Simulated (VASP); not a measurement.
# Si6O11 (a cell with a defect) in VASP: notebook

Si6O11 (a cell with a defect) is run at these levels: PBE+D3(BJ); tasks: single point.

All numbers are computed with VASP 6.6.1; they aren't measurements. Logs are shortened: lines on timing, memory, paths and dates and some standing lists are left out, and cuts for length are marked.

### 1 The cell of the first run

The cell holds a defect, 17 atoms: a = 4.915 Å, b = 5.421 Å, c = 8.513 Å, α = 90.00°, β = 90.00°, γ = 90.00°.

### 2 Single point, PBE+D3(BJ)

Input file INCAR:

```
SYSTEM = Si6O11
PREC = Accurate
ENCUT = 520
EDIFF = 1E-6
ISMEAR = 0
SIGMA = 0.05
LREAL = Auto
LASPH = .True.
NELM = 80
ALGO = Normal
ISIF = 2
LWAVE = .False.
LCHARG = .False.
GGA = PE
IVDW = 12
NELECT = 88.0
NBANDS = 59
```

Input file KPOINTS:

```
Automatic mesh
0
Gamma
  4 4 2
  0 0 0
```

Input file POSCAR:

```
Si6O11
1.0
   -2.4573906087      4.2563253884      0.0000000000
    0.0000000000      0.0000000000      5.4210324304
    7.3721718262      4.2563253883      0.0000000000
Si O
6 11
Direct
    0.7669799462      0.6666666667      0.2330200538
    0.2669799462      0.6666666667      0.7330200538
    0.9660401075      0.3333333333      0.5000000000
    0.4660401075      0.3333333333      0.0000000000
    0.2669799462      0.0000000000      0.2669799462
    0.7669799462      0.0000000000      0.7669799462
    0.2730030153      0.2203350802      0.1370425925
    0.7730030153      0.2203350802      0.6370425925
    0.0690623811      0.8870017469      0.7949771961
    0.6579346037      0.5536684135      0.0679802114
    0.1579346037      0.5536684135      0.5679802114
    0.0690623811      0.7796649198      0.2050228039
    0.5690623811      0.7796649198      0.7050228039
    0.5037406768     -0.0335336363      0.2639254008
    0.6579346037      0.1129982531      0.9320197886
    0.7730030153      0.4463315865      0.3629574075
    0.2730030153      0.4463315865      0.8629574075
```

Potentials or basis: VASP PAW PBE potentials, release 64 (Si, O).

Run with:

```sh
cat potpaw_PBE.64/Si/POTCAR potpaw_PBE.64/O/POTCAR > POTCAR
mpirun -np 1 vasp_std > vasp.out
```

OUTCAR:

```text
SYSTEM = Si6O11
   PREC = Accurate
   ENCUT = 520
   EDIFF = 1E-6
   ISMEAR = 0
   LREAL = Auto
   LASPH = .True.
   NELM = 80
   ISIF = 2
   GGA = PE
   IVDW = 12
   NELECT = 88.0
 IVDW          = 12

 ion  position               nearest neighbor table
   1  0.767  0.667  0.233-  12 1.62  10 1.62  16 1.63  14 2.09   5 3.06   5 3.06   3 3.06   4 3.06

   2  0.267  0.667  0.733-  13 1.62  11 1.62  17 1.63   9 1.63   6 3.06   6 3.06   4 3.06   3 3.06

   3  0.966  0.333  0.500-   8 1.62  16 1.62  11 1.63   6 3.06   1 3.06   5 3.06   2 3.06
   4  0.466  0.333  0.000-   7 1.62  17 1.62  15 1.63  10 1.63   5 3.06   2 3.06   6 3.06   1 3.06

   5  0.267  0.000  0.267-  14 1.18   7 1.63  12 1.63   4 3.06   1 3.06   1 3.06   3 3.06
   6  0.767  0.000  0.767-  15 1.62   9 1.62   8 1.63  13 1.63   3 3.06   2 3.06   2 3.06   4 3.06

   7  0.273  0.220  0.137-   4 1.62   5 1.63
   8  0.773  0.220  0.637-   3 1.62   6 1.63
   9  0.069  0.887  0.795-   6 1.62   2 1.63
  10  0.658  0.554  0.068-   1 1.62   4 1.63
  11  0.158  0.554  0.568-   2 1.62   3 1.63
  12  0.069  0.780  0.205-   1 1.62   5 1.63
  13  0.569  0.780  0.705-   2 1.62   6 1.63
  14  0.504  0.966  0.264-   5 1.18   1 2.09
  15  0.658  0.113  0.932-   6 1.62   4 1.63
  16  0.773  0.446  0.363-   3 1.62   1 1.63
  17  0.273  0.446  0.863-   4 1.62   2 1.63

 -----------------------------------------------------------------------------
|                                                                             |
|           W    W    AA    RRRRR   N    N  II  N    N   GGGG   !!!           |
|           W    W   A  A   R    R  NN   N  II  NN   N  G    G  !!!           |
|           W    W  A    A  R    R  N N  N  II  N N  N  G       !!!           |
|           W WW W  AAAAAA  RRRRR   N  N N  II  N  N N  G  GGG   !            |
|           WW  WW  A    A  R   R   N   NN  II  N   NN  G    G                |
|           W    W  A    A  R    R  N    N  II  N    N   GGGG   !!!           |
|                                                                             |
|     The distance between some ions is very small. Please check the          |
|     nearest-neighbor list in the OUTCAR file.                               |
|     I HOPE YOU KNOW WHAT YOU ARE DOING!                                     |
|                                                                             |
 -----------------------------------------------------------------------------

  LATTYP: Found a simple orthorhombic cell.
 ALAT       =     4.9147812175
 B/A-ratio  =     1.1030058492
 C/A-ratio  =     1.7320508076

  Lattice vectors:

 A1 = (  -2.4573906087,   4.2563253884,   0.0000000000)
 A2 = (   0.0000000000,   0.0000000000,   5.4210324304)
 A3 = (   7.3721718262,   4.2563253883,   0.0000000000)

Analysis of symmetry for initial positions (statically):
[... 163 lines left out ...]
   EMIN   =  10.00;   EMAX   =-10.00  energy-range for DOS
   EFERMI =   0.00;   METHOD = LEGACY
   ISMEAR =     0;   SIGMA  =   0.05  broadening in eV -4-tet -1-fermi 0-gaus
   EFERMI_NEDOS =   21; number of points for ismear=-14 and -15
   IALGO  =     38    algorithm
   IMIX   =      4    mixing-type and parameters
     AMIX     =   0.40;   BMIX     =  1.00
     AMIX_MAG =   1.60;   BMIX_MAG =  1.00
  volume/ion in A,a.u.               =      13.34        90.03
  Fermi-wavevector in a.u.,A,eV,Ry     =   1.194040  2.256408 19.398241  1.425730
  Thomas-Fermi vector in A             =   2.330039
   LORBIT       =      0    0 simple, 1 ext, 2 COOP (PROOUT), +10 PAW based schemes
   GGA     = PE    functional components
   LHFCALC =     F    Hartree Fock is set to
   AEXX    =    0.0000 exact exchange contribution
   IVDW    =    12    specifies the selected vdW correction
   LEPSILON=     F    determine dielectric tensor
   LRPA    =     F    only Hartree local field effects (RPA)
 non-spin polarized calculation
 Gauss-broadening in eV      SIGMA  =   0.05
  energy-cutoff  :      520.00
  volume of cell :      226.80
 maximum number of plane-waves:      6164
 NGX is ok and might be reduce to    40
   NGX = 19   NGY = 21   NGZ = 31

 number of electron      88.0000030 magnetization

 Free energy of the ion-electron system (eV)
  ---------------------------------------------------
  ext. energy  EPLUGINS =         0.00000000
  ---------------------------------------------------
  free energy    TOTEN  =      -125.06766509 eV

  energy without entropy =     -125.06198543  energy(sigma->0) =     -125.06482526

 E-fermi :   1.1802     XC(G=0):  -8.8676

 val. band max:        1.1384667423   @ k =   0.0000   0.2500   0.5000
 cond. band min:       1.1980118290   @ k =   0.5000   0.0000   0.5000
 fundamental gap:      0.0595450867
 Fermi energy:         1.1802434211

 k-point     1 :       0.0000    0.0000    0.0000
  band No.  band energies     occupation
      1     -19.1753      2.00000
      2     -18.3800      2.00000
      3     -17.8423      2.00000
      4     -17.3829      2.00000
      5     -17.2753      2.00000
      6     -17.1554      2.00000
[... 1169 lines left out ...]
     55      10.8321      0.00000
     56      11.2093      0.00000
 [bands above 56 left out]

------------------------ aborting loop because EDIFF is reached ----------------------------------------

 Edisp (eV)   -2.41099

 E8    (eV) :    -0.8268

  FORCE on cell =-STRESS in cart. coord.  units (eV):
  Direction    XX          YY          ZZ          XY          YZ          ZX
  --------------------------------------------------------------------------------------
  -------------------------------------------------------------------------------------
  Total      -6.15787    29.37295   -16.70472   -23.44542    -8.27652    -0.66881
  in kB     -43.50009   207.49475  -118.00453  -165.62187   -58.46651    -4.72454
  external pressure =       15.33 kB  Pullay stress =        0.00 kB

 VOLUME and BASIS-vectors are now :
 -----------------------------------------------------------------------------
  energy-cutoff  :      520.00
  volume of cell :      226.80
      direct lattice vectors                 reciprocal lattice vectors
    -2.457390609  4.256325388  0.000000000    -0.101733928  0.176208333  0.000000000
     0.000000000  0.000000000  5.421032430     0.000000000  0.000000000  0.184466707
     7.372171826  4.256325388  0.000000000     0.101733928  0.058736111  0.000000000

 POSITION                                       TOTAL-FORCE (eV/Angst)
 -----------------------------------------------------------------------------------
     -0.16691      4.25633      3.61402        -1.259584     -1.854864      0.631676
      4.74788      4.25633      3.61402         1.286236      1.444937      0.299733
      1.31215      6.23994      1.80701         2.264077     -0.384795      2.468648
     -1.14524      1.98362      1.80701        -0.443130     -0.388717      0.118328
      1.31215      2.27271      0.00000        21.047932    -42.240927      7.962153
      3.76954      6.52903      0.00000         1.245180      0.605280     -1.234894
[... 9 lines left out ...]
      0.77621      4.83502      2.41958         0.186753      0.002851     -0.104552
      5.69100      4.83502      2.41958        -0.109824     -0.090989     -0.126663
 -----------------------------------------------------------------------------------
    total drift:                               -0.003230     -0.000885     -0.005342

  FREE ENERGIE OF THE ION-ELECTRON SYSTEM (eV)
  ---------------------------------------------------
  free  energy   TOTEN  =      -127.4786582103 eV

  energy  without entropy=     -127.4729785505  energy(sigma->0) =     -127.47581838
```

OSZICAR:

```text
N       E                     dE             d eps       ncg     rms          rms(c)
DAV:   1     0.540344511165E+03    0.54034E+03   -0.45864E+04  2384   0.137E+03
DAV:   2    -0.101589927013E+03   -0.64193E+03   -0.62381E+03  2786   0.316E+02
DAV:   3    -0.146129414693E+03   -0.44539E+02   -0.44297E+02  2904   0.888E+01
[... 10 lines left out ...]
DAV:  14    -0.125067764262E+03    0.41011E-03   -0.23521E-03  3000   0.187E-01    0.126E-01
DAV:  15    -0.125067657565E+03    0.10670E-03   -0.75477E-04  2840   0.847E-02    0.470E-02
DAV:  16    -0.125067678934E+03   -0.21369E-04   -0.11847E-04  2640   0.497E-02    0.370E-02
DAV:  17    -0.125067666857E+03    0.12077E-04   -0.24050E-04  3184   0.391E-02    0.199E-02
DAV:  18    -0.125067664512E+03    0.23452E-05   -0.21242E-05  2784   0.149E-02    0.805E-03
DAV:  19    -0.125067665091E+03   -0.57958E-06   -0.52366E-06  2600   0.101E-02
   1 F= -.12747866E+03 E0= -.12747582E+03  d E =-.567966E-02
```

stdout:

```text
POSCAR found type information on POSCAR SiO
 POSCAR found :  2 types and      17 ions
 scaLAPACK will be used
 LDA part: xc-table for (Slater+PW92), standard interpolation
 -----------------------------------------------------------------------------
|                                                                             |
|           W    W    AA    RRRRR   N    N  II  N    N   GGGG   !!!           |
|           W    W   A  A   R    R  NN   N  II  NN   N  G    G  !!!           |
|           W    W  A    A  R    R  N N  N  II  N N  N  G       !!!           |
|           W WW W  AAAAAA  RRRRR   N  N N  II  N  N N  G  GGG   !            |
|           WW  WW  A    A  R   R   N   NN  II  N   NN  G    G                |
|           W    W  A    A  R    R  N    N  II  N    N   GGGG   !!!           |
|                                                                             |
|     The distance between some ions is very small. Please check the          |
|     nearest-neighbor list in the OUTCAR file.                               |
|     I HOPE YOU KNOW WHAT YOU ARE DOING!                                     |
|                                                                             |
 -----------------------------------------------------------------------------

 POSCAR, INCAR and KPOINTS ok, starting setup
 FFT: planning ... GRIDC
 FFT: planning ... GRID_SOFT
 FFT: planning ... GRID
 WAVECAR not read
 entering main loop
 the old and the new charge density differ
 old charge density:    90.00000 new   88.00000
    0.366E+01
```

Run time: 8 min. Hardware: 1 thread of Intel Xeon 6975P-C (Granite Rapids), shared host; peak memory 0.38 GiB.

What came out:

- Free energy: -127.4787 eV
- Largest force: 54.182 eV/Å
- Dispersion energy per atom: -0.142 eV

Forces on the atoms (eV/Å):
```
Si   -1.260  -1.855   0.632
Si    1.286   1.445   0.300
Si    2.264  -0.385   2.469
Si   -0.443  -0.389   0.118
Si   21.048 -42.241   7.962
Si    1.245   0.605  -1.235
O     1.273  -2.786   2.055
O    -1.758  -0.098   0.071
O    -0.461  -0.182   0.002
O     0.953   0.894   1.031
O    -1.378  -1.016  -1.091
O     1.771  -0.362   0.611
O    -0.413  -0.257   0.016
O   -24.162  46.746 -12.915
O    -0.042  -0.031   0.205
O     0.187   0.003  -0.105
O    -0.110  -0.091  -0.127
```

Levels at points of the mesh, in eV from the Fermi level:
```tsv
k point	band 42	band 43	band 44	band 45	band 46	band 47
(0.00, 0.00, 0.00)	-0.62	-0.31	-0.09	0.02	4.38	5.01
(0.50, 0.00, 0.00)	-0.50	-0.17	-0.06	0.10	4.16	5.18
(0.00, 0.50, 0.00)	-0.42	-0.39	-0.08	0.09	4.01	5.32
(0.50, 0.50, 0.00)	-0.59	-0.44	-0.31	0.24	4.33	5.12
(0.00, 0.00, 0.50)	-0.54	-0.27	-0.07	0.12	4.23	5.02
(0.50, 0.00, 0.50)	-0.50	-0.19	-0.06	0.02	4.20	5.18
(0.00, 0.50, 0.50)	-0.46	-0.44	-0.06	0.14	3.99	5.30
(0.50, 0.50, 0.50)	-0.53	-0.36	-0.31	0.13	4.34	5.12
```

Caveat: the cell carries a net charge on a neutralising background, which shifts energy and pressure; the cell differs from its parent crystal (atoms taken out, atom 14 moved 0.875 of the way to it and -0.500 Å across, host rigid); the cell is charged against a uniform background, so pressure and absolute levels hang on convention; atoms lie so close that the PAW spheres overlap strongly, which falsifies energies and pressures.

(Part 1 of 2 ends here.)
